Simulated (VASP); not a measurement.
# Cs4ErTe (P-3m1) in VASP: single point with PBE

Aim: the single point of Cs4ErTe with PBE.

Everything below comes from runs of VASP 6.6.1. Logs are shortened: lines on timing, memory, paths and dates and some standing lists are left out, and cuts for length are marked.

## Step 1: The cell of the first run

It takes space group P-3m1 (No. 164, trigonal). Conventional cell: a = 5.136 Å, b = 5.136 Å, c = 19.436 Å, α = 90.00°, β = 90.00°, γ = 120.00°. Within 5.6 Å of Cs (site symmetry 3m) lie 3 Er at 4.28 Å and 9 Cs at 5.14 to 5.47 Å. Within 4.7 Å of Cs (site symmetry 3m) lie 3 Te at 3.60 Å. Within 5.6 Å of Er (site symmetry -3m) lie 6 Cs at 4.28 Å and 6 Er at 5.14 Å. Within 4.7 Å of Te (site symmetry -3m) lie 6 Cs at 3.60 Å.

The cell was built from a structure type or drawn by symmetry, and may not be a known phase.

## Step 2: Single point, PBE

Contents of INCAR:

```
ALGO = Normal ; EDIFF = 1E-6
ENCUT = 500 ; GGA = PE
GGA_COMPAT = F ; ISIF = 2
ISMEAR = 0 ; LASPH = T
LCHARG = F ; LMAXMIX = 6
LREAL = F ; LWAVE = F
NBANDS = 34 ; NELM = 200
PREC = Accurate ; SIGMA = 0.2
```

Contents of KPOINTS:

```
k-points
0
Gamma
  4 4 1
```

Contents of POSCAR:

```
Cs4ErTe
1.0
    5.1361647317      0.0000000033      0.0000000000
   -2.5680823688      4.4480491340      0.0000000000
    0.0000000000      0.0000000000     19.4357098490
Cs Er Te
4 1 1
Direct
    0.3333333333      0.6666666667      0.8411475770
    0.3333333333      0.6666666667      0.3953930320
    0.6666666667      0.3333333333      0.6046069680
    0.6666666667      0.3333333333      0.1588524230
    0.0000000000      0.0000000000      0.0000000000
    0.0000000000      0.0000000000      0.5000000000
```

Potentials or basis: VASP PAW PBE potentials, release 64 (Cs_sv, Er_3, Te), 4f in core.

Command:

```bash
> cat potpaw_PBE.64/Cs_sv/POTCAR potpaw_PBE.64/Er_3/POTCAR potpaw_PBE.64/Te/POTCAR > POTCAR
> mpirun -np 1 vasp_std > vasp.out
```

OUTCAR:

```text
EDIFF = 1E-6
   ENCUT = 500
   GGA = PE
   ISIF = 2
   ISMEAR = 0
   LASPH = T
   LREAL = F
   NELM = 200
   PREC = Accurate

 ion  position               nearest neighbor table
   1  0.333  0.667  0.841-
   2  0.333  0.667  0.395-
   3  0.667  0.333  0.605-
   4  0.667  0.333  0.159-
   5  0.000  0.000  0.000-
   6  0.000  0.000  0.500-

  LATTYP: Found a hexagonal cell.
 ALAT       =     5.1361647317
 C/A-ratio  =     3.7840900486

  Lattice vectors:

 A1 = (   5.1361647317,   0.0000000033,   0.0000000000)
 A2 = (  -2.5680823688,   4.4480491340,   0.0000000000)
 A3 = (   0.0000000000,   0.0000000000,  19.4357098490)

Analysis of symmetry for initial positions (statically):
=====================================================================
 Subroutine PRICEL returns:
 Original cell was already a primitive cell.

 Routine SETGRP: Setting up the symmetry group for a
 hexagonal supercell.

 Subroutine GETGRP returns: Found 12 space group operations
 (whereof 12 operations were pure point group operations)
 out of a pool of 24 trial point group operations.

The static configuration has the point symmetry D_3d.

Analysis of symmetry for dynamics (positions and initial velocities):
=====================================================================
 Subroutine PRICEL returns:
 Original cell was already a primitive cell.

 Routine SETGRP: Setting up the symmetry group for a
 hexagonal supercell.

 Subroutine GETGRP returns: Found 12 space group operations
 (whereof 12 operations were pure point group operations)
 out of a pool of 24 trial point group operations.

The dynamic configuration has the point symmetry D_3d.

 Subroutine INISYM returns: Found 12 space group operations
 (whereof 12 operations are pure point group operations),
 and found     1 'primitive' translations

----------------------------------------------------------------------------------------

                                     Primitive cell

  volume of cell :     444.0265

  direct lattice vectors                    reciprocal lattice vectors
     5.136164732  0.000000003  0.000000000     0.194697805  0.112408830  0.000000000
    -2.568082369  4.448049134  0.000000000    -0.000000000  0.224817660  0.000000000
     0.000000000  0.000000000 19.435709849     0.000000000  0.000000000  0.051451684

  length of vectors
     5.136164732  5.136164732 19.435709849     0.224817660  0.224817660  0.051451684

  position of ions in fractional coordinates (direct lattice)
     0.333333333  0.666666667  0.841147577
     0.333333333  0.666666667  0.395393032
     0.666666667  0.333333333  0.604606968
     0.666666667  0.333333333  0.158852423
     0.000000000  0.000000000  0.000000000
     0.000000000  0.000000000  0.500000000

  ion indices of the primitive-cell ions
   primitive index   ion index
                 1           1
                 2           2
                 3           3
                 4           4
                 5           5
                 6           6

----------------------------------------------------------------------------------------

 KPOINTS: k-points

Automatic generation of k-mesh.
 Grid dimensions read from file:
 generate k-points for:    4    4    1

 Generating k-lattice:

  Cartesian coordinates                     Fractional coordinates (reciprocal lattice)
     0.048674451  0.028102208  0.000000000     0.250000000 -0.000000000  0.000000000
    -0.000000000  0.056204415  0.000000000     0.000000000  0.250000000  0.000000000
     0.000000000  0.000000000  0.051451684     0.000000000  0.000000000  1.000000000

  Length of vectors
     0.056204415  0.056204415  0.051451684

  Shift w.r.t. Gamma in fractional coordinates (k-lattice)
     0.000000000  0.000000000  0.000000000

 Subroutine IBZKPT returns following result:
 ===========================================

 Found      4 irreducible k-points:

 Following reciprocal coordinates:
            Coordinates               Weight
  0.000000  0.000000  0.000000      1.000000
  0.250000  0.000000  0.000000      6.000000
  0.500000  0.000000  0.000000      3.000000
  0.250000  0.250000  0.000000      6.000000
   k-points           NKPTS =      4   k-points in BZ     NKDIM =      4   number of bands    NBANDS=     34
   number of dos      NEDOS =    301   number of ions     NIONS =      6
   total plane-waves  NPLWV = 230400
   dimension x,y,z NGX =    40 NGY =   40 NGZ =  144
   dimension x,y,z NGXF=    80 NGYF=   80 NGZF=  288
   ions per type =               4   1   1
   NGX,Y,Z   is equivalent  to a cutoff of  12.95, 12.95, 12.32 a.u.
   NGXF,Y,Z  is equivalent  to a cutoff of  25.89, 25.89, 24.63 a.u.
 SYSTEM =  unknown system
   PREC   = accura    normal or accurate (medium, high low for compatibility)
   ISTART =      0    job   : 0-new  1-cont  2-samecut
   ICHARG =      2    charge: 1-file 2-atom 10-const
   ISPIN  =      1    spin polarized calculation?
   LNONCOLLINEAR =      F non collinear calculations
   LSORBIT =      F    spin-orbit coupling
   LASPH  =      T    aspherical Exc in radial PAW
   ENCUT  =  500.0 eV  36.75 Ry    6.06 a.u.   9.36  9.36 35.44*2*pi/ulx,y,z
   NELM   =    200;   NELMIN=  2; NELMDL= -5     # of ELM steps
   EDIFF  = 0.1E-05   stopping-criterion for ELM
   LREAL  =      F    real-space projection
   EDIFFG = 0.1E-04   stopping-criterion for IOM
   NSW    =      0    number of steps for IOM
   IBRION =     -1    ionic relax: 0-MD 1-quasi-New 2-CG
   NFREE  =      0    steps in history (QN), initial steepest desc. (CG)
   ISIF   =      2    stress and relaxation
   ISYM   =      2    0-nonsym 1-usesym 2-fastsym
   POTIM  = 0.5000    time-step for ionic-motion
   TEBEG  =    0.0;   TEEND  =   0.0 temperature during run
   PSTRESS=    0.0 pullay stress
   NELECT =      51.0000    total number of electrons
   NUPDOWN=      -1.0000    fix difference up-down
   EMIN   =  10.00;   EMAX   =-10.00  energy-range for DOS
   EFERMI =   0.00;   METHOD = LEGACY
   ISMEAR =     0;   SIGMA  =   0.20  broadening in eV -4-tet -1-fermi 0-gaus
   EFERMI_NEDOS =   21; number of points for ismear=-14 and -15
   IALGO  =     38    algorithm
   IMIX   =      4    mixing-type and parameters
     AMIX     =   0.40;   BMIX     =  1.00
     AMIX_MAG =   1.60;   BMIX_MAG =  1.00
  volume/ion in A,a.u.               =      74.00       499.41
  Fermi-wavevector in a.u.,A,eV,Ry     =   0.795784  1.503814  8.616193  0.633272
  Thomas-Fermi vector in A             =   1.902180
   LORBIT       =      0    0 simple, 1 ext, 2 COOP (PROOUT), +10 PAW based schemes
   GGA     = PE    functional components
   LHFCALC =     F    Hartree Fock is set to
   AEXX    =    0.0000 exact exchange contribution
   IVDW    =     0    specifies the selected vdW correction
   LEPSILON=     F    determine dielectric tensor
   LRPA    =     F    only Hartree local field effects (RPA)
 non-spin polarized calculation
 Gauss-broadening in eV      SIGMA  =   0.20
  energy-cutoff  :      500.00
  volume of cell :      444.03
 maximum number of plane-waves:     11294
 NGX is ok and might be reduce to    40
   NGX = 19   NGY = 19   NGZ = 71

 number of electron      51.0000006 magnetization

 Free energy of the ion-electron system (eV)
  ---------------------------------------------------
  ext. energy  EPLUGINS =         0.00000000
  ---------------------------------------------------
  free energy    TOTEN  =       -10.93567664 eV

  energy without entropy =      -10.75906134  energy(sigma->0) =      -10.84736899

 E-fermi :   0.8909     XC(G=0):  -6.3277

 val. band max:        0.8491329721   @ k =   0.2500   0.2500   0.0000
 cond. band min:       0.9255292098   @ k =   0.2500   0.2500   0.0000
 fundamental gap:      0.0763962377
 Fermi energy:         0.8908824122

 k-point     1 :       0.0000    0.0000    0.0000
  band No.  band energies     occupation
      1     -26.0047      2.00000
      2     -26.0047      2.00000
      3     -25.9702      2.00000
      4     -22.5283      2.00000
      5     -22.5278      2.00000
      6     -21.1030      2.00000
[... 26 lines left out ...]
     33       2.7028      0.00000
     34       3.4934      0.00000

 k-point     2 :       0.2500    0.0000    0.0000
  band No.  band energies     occupation
      1     -26.0068      2.00000
      2     -26.0053      2.00000
      3     -25.9699      2.00000
      4     -22.5233      2.00000
      5     -22.5230      2.00000
      6     -21.0955      2.00000
[... 26 lines left out ...]
     33       2.6425      0.00000
     34       3.1182      0.00000

 k-point     3 :       0.5000    0.0000    0.0000
  band No.  band energies     occupation
      1     -26.0089      2.00000
      2     -26.0059      2.00000
      3     -25.9697      2.00000
      4     -22.5183      2.00000
      5     -22.5182      2.00000
      6     -21.0869      2.00000
[... 26 lines left out ...]
     33       2.5029      0.00000
     34       2.5258      0.00000

 k-point     4 :       0.2500    0.2500    0.0000
  band No.  band energies     occupation
      1     -26.0082      2.00000
      2     -26.0066      2.00000
      3     -25.9697      2.00000
      4     -22.5182      2.00000
      5     -22.5182      2.00000
      6     -21.0870      2.00000
[... 26 lines left out ...]
     33       2.5264      0.00000
     34       2.7251      0.00000

------------------------ aborting loop because EDIFF is reached ----------------------------------------

  FORCE on cell =-STRESS in cart. coord.  units (eV):
  Direction    XX          YY          ZZ          XY          YZ          ZX
  --------------------------------------------------------------------------------------
  -------------------------------------------------------------------------------------
  Total        0.3727509      0.3727509      0.1780491     -0.0000000      0.0000000      0.0000000
  in kB        1.3449941      1.3449941      0.6424532     -0.0000000      0.0000000      0.0000000
  external PRESSURE =       1.1108138 kB  Pullay stress =       0.0000000 kB

 VOLUME and BASIS-vectors are now :
 -----------------------------------------------------------------------------
  energy-cutoff  :      500.00
  volume of cell :      444.03
      direct lattice vectors                 reciprocal lattice vectors
     5.136164732  0.000000003  0.000000000     0.194697805  0.112408830  0.000000000
    -2.568082369  4.448049134  0.000000000    -0.000000000  0.224817660  0.000000000
     0.000000000  0.000000000 19.435709849     0.000000000  0.000000000  0.051451684

 POSITION                                       TOTAL-FORCE (eV/Angst)
 -----------------------------------------------------------------------------------
     -0.00000      2.96537     16.34830        -0.000000     -0.000000     -0.015850
     -0.00000      2.96537      7.68474         0.000000     -0.000000      0.033598
      2.56808      1.48268     11.75097        -0.000000      0.000000     -0.033598
      2.56808      1.48268      3.08741         0.000000      0.000000      0.015850
      0.00000      0.00000      0.00000        -0.000000      0.000000     -0.000000
      0.00000      0.00000      9.71785        -0.000000      0.000000     -0.000000
 -----------------------------------------------------------------------------------
    total drift:                               -0.000000      0.000000      0.000000

  FREE ENERGIE OF THE ION-ELECTRON SYSTEM (eV)
  ---------------------------------------------------
  free  energy   TOTEN  =       -10.9356766424 eV

  energy  without entropy=      -10.7590613367  energy(sigma->0) =      -10.84736899
```

Wall time 83 s (1 thread of Intel Xeon 6975P-C (Granite Rapids), shared host); peak memory 0.53 GiB.

What came out:

| Item | Value |
| --- | --- |
| Free energy | -10.9357 eV |
| Pressure | 0.1 GPa |
| Largest force | 0.034 eV/Å |
| Band gap on the k mesh | zero (an odd number of electrons rules out a gap without spin polarisation) |

Forces on the atoms (eV/Å):
```
Cs   0.000  0.000 -0.016
Cs   0.000  0.000  0.034
Cs   0.000  0.000 -0.034
Cs   0.000  0.000  0.016
Er   0.000  0.000  0.000
Te   0.000  0.000  0.000
```

Caveat: spin-orbit coupling is left out, which moves the levels of the heavy elements; the 4f electrons are frozen in the core, so they carry no moment and show no levels.
